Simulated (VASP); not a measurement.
# BaTiO3 (Amm2) in VASP: notebook, part 2 of 2

VASP 6.6.1. The steps go on from the part before.

### 3 Single point, PBE+U

This run uses another cell than the first one, of the same volume but with other edges.

The input, INCAR:

```
SYSTEM = BaTiO3
PREC     = Accurate       ! precision mode
ENCUT    = 520            ! plane-wave cutoff, eV
EDIFF    = 1E-6           ! SCF threshold, eV
ISMEAR   = 0              ! smearing method
SIGMA    = 0.05           ! smearing width, eV
LREAL    = .FALSE.        ! projectors in reciprocal space
LASPH    = .TRUE.         ! aspherical terms in the spheres
NELM     = 150            ! most SCF steps
ALGO     = Normal         ! electronic algorithm
ISIF     = 2              ! what is computed and relaxed
LWAVE    = .FALSE.        ! write WAVECAR
LCHARG   = .TRUE.         ! write CHGCAR
LMAXMIX  = 4              ! l up to which the mixer works
LDAU     = .TRUE.         ! DFT+U
LDAUTYPE = 2            
LDAUL    = -1 2 -1        ! shell
LDAUU    = 0 4 0          ! U, eV
LDAUJ    = 0 0 0        
LDAUPRINT= 1            
GGA      = PE             ! functional
LELF     = .TRUE.         ! ELF
LVHAR    = .TRUE.       
NBANDS   = 28             ! bands
```

The input, KPOINTS:

```
regular mesh
0
G
  6 6 6
  0 0 0
```

The input, POSCAR:

```
BaTiO3
1.0
    4.1211860208      0.0000000000      0.0000000000
    0.0000000000      2.9542612404      2.7298739580
    0.0000000000     -2.9542612404      2.7298739580
Ba Ti O
1 1 3
Direct
    0.0000000000      0.0080771845      0.0080771845
    0.5000000000      0.5197092871      0.5197092871
    0.0000000000      0.4916268390      0.4916268390
    0.5000000000      0.4938075372      0.9829991522
    0.5000000000      0.9829991522      0.4938075372
```

Potentials or basis: VASP PAW PBE potentials, release 64 (Ba_sv, Ti_sv, O).

Launch:

```bash
$ cat potpaw_PBE.64/Ba_sv/POTCAR potpaw_PBE.64/Ti_sv/POTCAR potpaw_PBE.64/O/POTCAR > POTCAR
$ mpirun -np 1 vasp_std > vasp.out
```

Run time: 3.8 min. Hardware: 1 thread of AMD EPYC 7R13, shared host; peak memory 0.21 GiB.

The run converged. Its results:

```
Free energy            : -37.1067 eV
Pressure               : 3.8 GPa
Largest force          : 0.932 eV/Å
Band gap on the k mesh : 2.32 eV, indirect (least direct gap 2.58 eV)
```

Forces in eV/Å, atoms in the order of the input:
```
Ba   0.000  0.000 -0.161
Ti   0.000  0.000 -0.932
O    0.000  0.000  0.243
O    0.000 -0.358  0.425
O    0.000  0.358  0.425
```

Stress tensor (GPa, compression positive):
```
-1.39  0.00  0.00
 0.00 -2.79  0.00
 0.00  0.00 15.66
```

Levels at points of the mesh, in eV from the valence-band top:
| k point | band 16 | band 17 | band 18 | band 19 | band 20 | band 21 | band 22 | band 23 | band 24 | band 25 |
| --- | --- | --- | --- | --- | --- | --- | --- | --- | --- | --- |
| (0.00, 0.00, 0.00) | -1.31 | -1.02 | -0.53 | -0.50 | -0.26 | 2.32 | 2.55 | 2.61 | 3.93 | 4.14 |
| (0.50, 0.00, 0.00) | -2.01 | -1.56 | -1.35 | -1.17 | -0.77 | 2.81 | 3.60 | 3.86 | 4.10 | 5.48 |
| (0.00, 0.50, 0.00) | -1.89 | -1.88 | -1.72 | -0.94 | -0.87 | 2.61 | 3.84 | 3.98 | 4.07 | 5.68 |
| (0.50, 0.50, 0.00) | -2.42 | -1.89 | -1.06 | -1.04 | -0.16 | 3.73 | 3.91 | 4.29 | 4.64 | 7.17 |
| (0.00, 0.50, 0.50) | -2.58 | -1.83 | -0.84 | -0.60 | -0.06 | 3.89 | 4.10 | 4.31 | 4.53 | 7.45 |
| (0.50, 0.50, 0.50) | -2.50 | -2.03 | -0.08 | 0.00 | 0.00 | 4.31 | 4.50 | 4.60 | 6.03 | 6.51 |

Eigenvalues of the final occupation matrices:
```
    site  spin  trace               eigenvalues
site 2 d     1   0.81  0.10 0.11 0.12 0.22 0.25
site 2 d     2   0.81  0.10 0.11 0.12 0.22 0.25
```

Caveat: spin-orbit coupling is left out, which moves the levels of the heavy elements.

### 4 Single point, PBE+U

This run uses another cell than the first one, of the same volume but with other edges.

The input, INCAR:

```
PREC     = Accurate       # precision mode
ENCUT    = 520            # plane-wave cutoff, eV
EDIFF    = 1E-6           # SCF threshold, eV
ISMEAR   = 0              # smearing method
SIGMA    = 0.05           # smearing width, eV
LREAL    = False          # projectors in reciprocal space
LASPH    = True           # aspherical terms in the spheres
NELM     = 150            # most SCF steps
ALGO     = Normal         # electronic algorithm
ISIF     = 2              # what is computed and relaxed
LWAVE    = False          # write WAVECAR
LCHARG   = False          # write CHGCAR
LMAXMIX  = 4              # l up to which the mixer works
LDAU     = True           # DFT+U
LDAUTYPE = 2            
LDAUL    = -1 2 -1        # shell
LDAUU    = 0 4 0          # U, eV
LDAUJ    = 0 0 0        
LDAUPRINT= 1            
GGA      = PE             # functional
NBANDS   = 28             # bands
```

The input, KPOINTS:

```
Automatic mesh
0
Gamma
  6 6 6
```

POSCAR: that of step 3 with these lines changed.

```diff
@@ -2,5 +2,5 @@
 1.0
-    4.1211860208      0.0000000000      0.0000000000
-    0.0000000000      2.9542612404      2.7298739580
-    0.0000000000     -2.9542612404      2.7298739580
+    3.8828796705      0.0000000000      0.0000000000
+    0.0000000000      2.7834319668      3.0752410796
+    0.0000000000     -2.7834319668      3.0752410796
 Ba Ti O
```

Launch:

```bash
$ cat potpaw_PBE.64/Ba_sv/POTCAR potpaw_PBE.64/Ti_sv/POTCAR potpaw_PBE.64/O/POTCAR > POTCAR
$ mpirun -np 1 vasp_std > vasp.out
```

It took 4.1 min on 1 thread of AMD EPYC 7R13, shared host; peak memory 0.22 GiB.

Results (log left out):

```
Free energy            : -37.0415 eV
Pressure               : 4.8 GPa
Largest force          : 0.224 eV/Å
Band gap on the k mesh : 2.24 eV, indirect (least direct gap 2.53 eV)
```

Forces in eV/Å, atoms in the order of the input:
```
Ba   0.000  0.000 -0.005
Ti   0.000  0.000  0.148
O    0.000  0.000 -0.224
O    0.000 -0.176  0.041
O    0.000  0.176  0.041
```

Stress tensor (GPa, compression positive):
```
10.71  0.00  0.00
 0.00 12.30  0.00
 0.00  0.00 -8.67
```

Levels at points of the mesh, in eV from the valence-band top:
```
           k point  band 17  band 18  band 19  band 20  band 21  band 22  band 23  band 24
(0.00, 0.00, 0.00)    -1.09    -0.74    -0.60    -0.29     2.24     2.43     2.78     3.92
(0.50, 0.00, 0.00)    -1.85    -1.84    -1.53    -0.72     2.66     3.85     4.13     4.14
(0.00, 0.50, 0.00)    -1.69    -1.55    -1.04    -0.92     2.61     3.71     3.79     4.05
(0.50, 0.50, 0.00)    -1.88    -0.91    -0.91    -0.19     3.70     4.16     4.31     4.37
(0.00, 0.50, 0.50)    -1.91    -1.41    -1.12    -0.30     3.62     3.92     4.05     5.02
(0.50, 0.50, 0.50)    -2.14    -0.20    -0.18     0.00     4.27     4.52     4.57     5.71
```

Eigenvalues of the final occupation matrices:
```tsv
site	spin	trace	eigenvalues
site 2 d	1	0.81	0.10 0.11 0.11 0.23 0.25
site 2 d	2	0.81	0.10 0.11 0.11 0.23 0.25
```

Caveat: spin-orbit coupling is left out, which moves the levels of the heavy elements. A k mesh can miss the band edges.

### 5 Single point, PBE+U

This run uses another cell than the first one, of the same volume but with other edges.

The input, INCAR:

```
PREC = Accurate
ENCUT = 520
EDIFF = 1E-6
ISMEAR = 0
SIGMA = 0.05
LREAL = False
LASPH = True
NELM = 150
ALGO = Normal
ISIF = 2
LWAVE = False
LCHARG = True
LMAXMIX = 4
LDAU = True
LDAUTYPE = 2
LDAUL = -1 2 -1
LDAUU = 0 4 0
LDAUJ = 0 0 0
LDAUPRINT = 1
GGA = PE
LELF = True
LVHAR = True
NBANDS = 28
```

KPOINTS is that of step 4.

POSCAR: that of step 4 with these lines changed.

```diff
@@ -2,5 +2,5 @@
 1.0
-    3.8828796705      0.0000000000      0.0000000000
-    0.0000000000      2.7834319668      3.0752410796
-    0.0000000000     -2.7834319668      3.0752410796
+    4.3177235407      0.0000000000      0.0000000000
+    0.0000000000      3.0951486389      2.4870090672
+    0.0000000000     -3.0951486389      2.4870090672
 Ba Ti O
```

Launch:

```bash
$ cat potpaw_PBE.64/Ba_sv/POTCAR potpaw_PBE.64/Ti_sv/POTCAR potpaw_PBE.64/O/POTCAR > POTCAR
$ mpirun -np 1 vasp_std > vasp.out
```

Wall time 38 s (1 thread of Intel Xeon Platinum 8559C (Emerald Rapids), shared host); peak memory 0.24 GiB.

The run converged. Its results:

```yaml
Free_energy: -35.7781 eV
Pressure: 8.3 GPa
Largest_force: 0.951 eV/Å
Band_gap_on_the_k_mesh: 1.14 eV, indirect (least direct gap 1.42 eV)
```

Forces in eV/Å, atoms in the order of the input:
```
Ba   0.000  0.000 -0.621
Ti   0.000  0.000 -0.951
O    0.000  0.000  0.791
O    0.000 -0.198  0.390
O    0.000  0.198  0.390
```

Stress tensor (GPa, compression positive):
```
 -5.67   0.00   0.00
  0.00 -12.75   0.00
  0.00   0.00  43.24
```

Levels at points of the mesh, in eV from the valence-band top:
```
           k point  band 17  band 18  band 19  band 20  band 21  band 22  band 23  band 24
(0.00, 0.00, 0.00)    -1.36    -1.35    -0.88    -0.27     1.14     1.67     1.90     2.85
(0.50, 0.00, 0.00)    -2.39    -2.14    -0.85    -0.62     2.12     2.38     2.84     3.38
(0.00, 0.50, 0.00)    -2.67    -2.33    -1.65    -1.64     1.77     2.80     3.29     3.31
(0.50, 0.50, 0.00)    -2.55    -1.87    -1.75    -1.04     2.51     2.91     3.49     3.94
(0.00, 0.50, 0.50)    -2.57    -1.50    -0.42    -0.03     2.92     3.25     3.53     3.64
(0.50, 0.50, 0.50)    -2.23    -0.80    -0.40     0.00     3.28     3.63     3.88     4.84
```

Eigenvalues of the final occupation matrices:
```
    site  spin  trace               eigenvalues
site 2 d     1   0.81  0.10 0.10 0.14 0.21 0.26
site 2 d     2   0.81  0.10 0.10 0.14 0.21 0.26
```

Caveat: spin-orbit coupling is left out, which moves the levels of the heavy elements.

### 6 Overview

```tsv
cell	gap on the mesh (eV)	pressure (GPa)	largest force (eV/Å)
a = 4.231, b = 3.988, c = 3.988 Å, angles 99.0, 90.0, 90.0°, 5 atoms	1.71	5.6	1.02
a = 4.121, b = 4.022, c = 4.022 Å, angles 94.5, 90.0, 90.0°, 5 atoms	2.32	3.8	0.93
a = 3.883, b = 4.148, c = 4.148 Å, angles 84.3, 90.0, 90.0°, 5 atoms	2.24	4.8	0.22
a = 4.318, b = 3.971, c = 3.971 Å, angles 102.4, 90.0, 90.0°, 5 atoms	1.14	8.3	0.95
```

Alike in all rows: task single point; level PBE+U; potentials or basis VASP PAW PBE potentials, release 64 (Ba_sv, Ti_sv, O); no spin polarisation; Ti d U = 4.0 eV; k mesh 6 × 6 × 6; cutoff (eV) 520; smearing gaussian 0.05 eV.

Caveats: spin-orbit coupling is left out, which moves the levels of the heavy elements; forces of over 1 eV/Å act on the atoms, so gaps and moduli don't describe the material at rest (some runs).

Total energies depend on the potentials used, so only differences within one code and one set of settings carry meaning.
